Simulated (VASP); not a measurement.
# BN (I-4m2) in VASP: notebook, part 2 of 2

VASP 6.6.1. The steps go on from the part before.

### 4 Single point, PBE (uniaxial z strain +2.0%)

Contents of INCAR:

```
PREC = Accurate
ENCUT = 520
EDIFF = 1E-6
ISMEAR = -1
SIGMA = 0.02
LREAL = F
LASPH = T
NELM = 80
ALGO = Normal
ISIF = 2
LWAVE = F
LCHARG = T
GGA = PE
LELF = T
LVHAR = T
NBANDS = 11
```

Contents of KPOINTS:

```
regular mesh
0
Gamma
  12 12 12
```

Contents of POSCAR:

```
BN
1.0
    0.0000000000      1.8048254650      1.8409219743
    1.8048254650      0.0000000000      1.8409219743
    1.8048254650      1.8048254650      0.0000000000
B N
1 1
Direct
    0.0000000000      0.0000000000      0.0000000000
    0.2500000000      0.2500000000      0.2500000000
```

Potentials or basis: VASP PAW PBE potentials, release 64 (B, N).

Started as:

```bash
$ cat potpaw_PBE.64/B/POTCAR potpaw_PBE.64/N/POTCAR > POTCAR
$ mpirun -np 1 vasp_std > vasp.out
```

OUTCAR:

```text
PREC = Accurate
   ENCUT = 520
   EDIFF = 1E-6
   ISMEAR = -1
   LREAL = F
   LASPH = T
   NELM = 80
   ISIF = 2
   GGA = PE

 ion  position               nearest neighbor table
   1  0.000  0.000  0.000-   2 1.57   2 1.57   2 1.57   2 1.57
   2  0.250  0.250  0.250-   1 1.57   1 1.57   1 1.57   1 1.57

  LATTYP: Found a body centered tetragonal cell.
 ALAT       =     2.5524086503
 C/A-ratio  =     1.4424978336

  Lattice vectors:
[... 519 lines left out ...]
     11      33.5502      0.00000

 [... further k-points ...]

------------------------ aborting loop because EDIFF is reached ----------------------------------------

  FORCE on cell =-STRESS in cart. coord.  units (eV):
  Direction    XX          YY          ZZ          XY          YZ          ZX
  --------------------------------------------------------------------------------------
  -------------------------------------------------------------------------------------
  Total        0.1231969      0.1231969     -0.8006642      0.0000000     -0.0000000      0.0000000
  in kB       16.4579014     16.4579014   -106.9609376      0.0000000     -0.0000000      0.0000000
  external PRESSURE =     -24.6817116 kB  Pullay stress =       0.0000000 kB

 VOLUME and BASIS-vectors are now :
 -----------------------------------------------------------------------------
  energy-cutoff  :      520.00
  volume of cell :       11.99
      direct lattice vectors                 reciprocal lattice vectors
     0.000000000  1.804825465  1.840921974    -0.277035098  0.277035098  0.271603037
     1.804825465  0.000000000  1.840921974     0.277035098 -0.277035098  0.271603037
     1.804825465  1.804825465  0.000000000     0.277035098  0.277035098 -0.271603037

 POSITION                                       TOTAL-FORCE (eV/Angst)
 -----------------------------------------------------------------------------------
      0.00000      0.00000      0.00000         0.000000      0.000000      0.000000
      0.90241      0.90241      0.92046        -0.000000     -0.000000     -0.000000
 -----------------------------------------------------------------------------------
    total drift:                               -0.000000     -0.000000      0.000001

  FREE ENERGIE OF THE ION-ELECTRON SYSTEM (eV)
  ---------------------------------------------------
  free  energy   TOTEN  =       -17.4444941790 eV

  energy  without entropy=      -17.4444941790  energy(sigma->0) =      -17.44449418
```

OSZICAR:

```text
N       E                     dE             d eps       ncg     rms          rms(c)
DAV:   1     0.101522436428E+02    0.10152E+02   -0.49877E+03  3706   0.726E+02
DAV:   2    -0.178924128534E+02   -0.28045E+02   -0.27246E+02  4369   0.164E+02
DAV:   3    -0.183856027607E+02   -0.49319E+00   -0.49252E+00  4201   0.187E+01
DAV:   4    -0.183861596539E+02   -0.55689E-03   -0.55689E-03  3841   0.710E-01
DAV:   5    -0.183861601967E+02   -0.54280E-06   -0.54272E-06  4129   0.214E-02    0.662E+00
DAV:   6    -0.175251191186E+02    0.86104E+00   -0.29630E+00  3793   0.986E+00    0.321E+00
DAV:   7    -0.174580775361E+02    0.67042E-01   -0.97383E-02  3997   0.259E+00    0.190E+00
DAV:   8    -0.174442361289E+02    0.13841E-01   -0.34879E-02  3951   0.135E+00    0.184E-01
DAV:   9    -0.174443994055E+02   -0.16328E-03   -0.99446E-04  3796   0.257E-01    0.822E-02
DAV:  10    -0.174444887247E+02   -0.89319E-04   -0.12451E-04  3887   0.953E-02    0.149E-02
DAV:  11    -0.174444941558E+02   -0.54311E-05   -0.96928E-06  4111   0.254E-02    0.106E-02
DAV:  12    -0.174444941790E+02   -0.23235E-07   -0.16280E-06  2159   0.877E-03
   1 F= -.17444494E+02 E0= -.17444494E+02  d E =-.338084E-13
```

stdout:

```text
POSCAR found type information on POSCAR B N
 POSCAR found :  2 types and       2 ions
 scaLAPACK will be used
 LDA part: xc-table for (Slater+PW92), standard interpolation
 POSCAR, INCAR and KPOINTS ok, starting setup
 FFT: planning ... GRIDC
 FFT: planning ... GRID_SOFT
 FFT: planning ... GRID
 WAVECAR not read
 entering main loop
```

Run time: 18 s. Hardware: 1 thread of Intel Xeon 8259CL, shared host; peak memory 0.14 GiB.

Results:

```
Free energy            : -17.4445 eV
Pressure               : -2.5 GPa
Band gap on the k mesh : 4.27 eV (least direct gap 8.64 eV)
```

Levels at points of the mesh, in eV from the valence-band top:
| k point | band 1 | band 2 | band 3 | band 4 | band 5 | band 6 | band 7 | band 8 | band 9 |
| --- | --- | --- | --- | --- | --- | --- | --- | --- | --- |
| (0.00, 0.00, 0.00) | -20.12 | -0.20 | 0.00 | 0.00 | 8.64 | 8.64 | 8.78 | 10.03 | 24.40 |
| (0.50, 0.00, 0.00) | -15.98 | -10.62 | -2.13 | -1.83 | 9.72 | 10.61 | 10.66 | 15.03 | 23.16 |
| (0.50, 0.50, 0.00) | -14.78 | -9.07 | -4.72 | -4.72 | 4.60 | 9.39 | 17.58 | 17.58 | 20.19 |
| (0.50, 0.00, 0.50) | -14.56 | -8.79 | -4.98 | -4.98 | 4.27 | 8.93 | 17.47 | 17.77 | 20.58 |

Caveat: the cell differs from its parent crystal (uniaxial z strain +2.0%).

### 5 Single point, PBE (uniaxial z strain +3.0%)

Contents of INCAR:

```
SYSTEM = BN
ALGO = Normal
EDIFF = 1E-6
ENCUT = 520
GGA = PE
ISIF = 2
ISMEAR = -1
LASPH = .True.
LCHARG = .False.
LREAL = .False.
LWAVE = .False.
NBANDS = 11
NELM = 100
PREC = Accurate
SIGMA = 0.02
```

Contents of KPOINTS:

```
k-points
0
Gamma
  12 12 12
  0 0 0
```

Contents of POSCAR:

```
BN
1.0
    0.0000000000      1.8048254650      1.8589702290
    1.8048254650      0.0000000000      1.8589702290
    1.8048254650      1.8048254650      0.0000000000
B N
1 1
Direct
    0.0000000000      0.0000000000      0.0000000000
    0.2500000000      0.2500000000      0.2500000000
```

Started as:

```bash
$ cat potpaw_PBE.64/B/POTCAR potpaw_PBE.64/N/POTCAR > POTCAR
$ mpirun -np 1 vasp_std > vasp.out
```

It took 18 s on 1 thread of Intel Xeon 8259CL, shared host; peak memory 0.13 GiB.

Results (log left out):

| Quantity | Value |
| --- | --- |
| Free energy | -17.4340 eV |
| Pressure | -6.0 GPa |
| Band gap on the k mesh | 4.17 eV (least direct gap 8.54 eV) |

Stress tensor (GPa, compression positive):
```
  0.20   0.00   0.00
  0.00   0.20   0.00
  0.00   0.00 -18.29
```

Levels at points of the mesh, in eV from the valence-band top:
```csv
k point,band 2,band 3,band 4,band 5,band 6,band 7
"(0.00, 0.00, 0.00)",-0.30,0.00,0.00,8.54,8.54,8.75
"(0.50, 0.00, 0.00)",-10.56,-2.22,-1.77,9.42,10.60,10.62
"(0.50, 0.50, 0.00)",-9.13,-4.62,-4.62,4.67,9.45,17.38
"(0.50, 0.00, 0.50)",-8.71,-5.01,-5.00,4.17,8.77,17.20
```

Caveat: the cell differs from its parent crystal (uniaxial z strain +3.0%); the cell stands under tension. A k mesh can miss the band edges.

### 6 Single point, PBE (uniaxial z strain +4.0%)

Contents of INCAR:

```
PREC = Accurate
ENCUT = 520
EDIFF = 1E-6
ISMEAR = -1
SIGMA = 0.02
LREAL = F
LASPH = T
NELM = 80
ALGO = Normal
ISIF = 2
LWAVE = F
LCHARG = F
GGA = PE
NBANDS = 11
```

Contents of KPOINTS:

```
regular mesh
0
Gamma
  12 12 12
```

Contents of POSCAR:

```
BN
1.0
    0.0000000000      1.8048254650      1.8770184836
    1.8048254650      0.0000000000      1.8770184836
    1.8048254650      1.8048254650      0.0000000000
B N
1 1
Direct
    0.0000000000      0.0000000000      0.0000000000
    0.2500000000      0.2500000000      0.2500000000
```

Potentials or basis: VASP PAW PBE potentials, release 64 (B, N).

Started as:

```bash
$ cat potpaw_PBE.64/B/POTCAR potpaw_PBE.64/N/POTCAR > POTCAR
$ mpirun -np 1 vasp_std > vasp.out
```

Wall time 21 s (1 thread of Intel Xeon 8259CL, shared host); peak memory 0.13 GiB.

The run converged. Its results:

| Item | Value |
| --- | --- |
| Free energy | -17.4181 eV |
| Pressure | -9.3 GPa |
| Band gap on the k mesh | 4.08 eV (least direct gap 8.44 eV) |

Stress tensor (GPa, compression positive):
```
 -1.10   0.00   0.00
  0.00  -1.10   0.00
  0.00   0.00 -25.71
```

Levels at points of the mesh, in eV from the valence-band top:
```
           k point  band 1  band 2  band 3  band 4  band 5  band 6  band 7  band 8  band 9
(0.00, 0.00, 0.00)  -19.97   -0.40    0.00    0.00    8.44    8.44    8.72    9.64   23.98
(0.50, 0.00, 0.00)  -15.92  -10.51   -2.31   -1.71    9.13   10.58   10.61   14.77   22.79
(0.50, 0.50, 0.00)  -14.88   -9.19   -4.52   -4.52    4.74    9.50   17.17   17.17   19.54
(0.50, 0.00, 0.50)  -14.45   -8.64   -5.03   -5.03    4.08    8.61   16.94   17.52   20.29
```

Caveat: the cell differs from its parent crystal (uniaxial z strain +4.0%); the cell stands under tension.

### 7 Overview

```tsv
cell	gap on the mesh (eV)	pressure (GPa)
a = 2.540, b = 2.540, c = 2.552 Å, angles 59.8, 59.8, 60.3°, 2 atoms	4.29	9.0
a = 2.565, b = 2.565, c = 2.552 Å, angles 60.2, 60.2, 59.7°, 2 atoms	4.36	1.2
a = 2.578, b = 2.578, c = 2.552 Å, angles 60.3, 60.3, 59.3°, 2 atoms	4.27	-2.5
a = 2.591, b = 2.591, c = 2.552 Å, angles 60.5, 60.5, 59.0°, 2 atoms	4.17	-6.0
a = 2.604, b = 2.604, c = 2.552 Å, angles 60.7, 60.7, 58.7°, 2 atoms	4.08	-9.3
```

Alike in all rows: task single point; level PBE; potentials or basis VASP PAW PBE potentials, release 64 (B, N); no spin polarisation; k mesh 12 × 12 × 12; cutoff (eV) 520; smearing fermi-dirac 0.02 eV.

Caveats: the cell stands under tension (at least some runs); the cell stands under pressure (at least some runs).

Absolute energies hang on the potentials; compare differences alone.
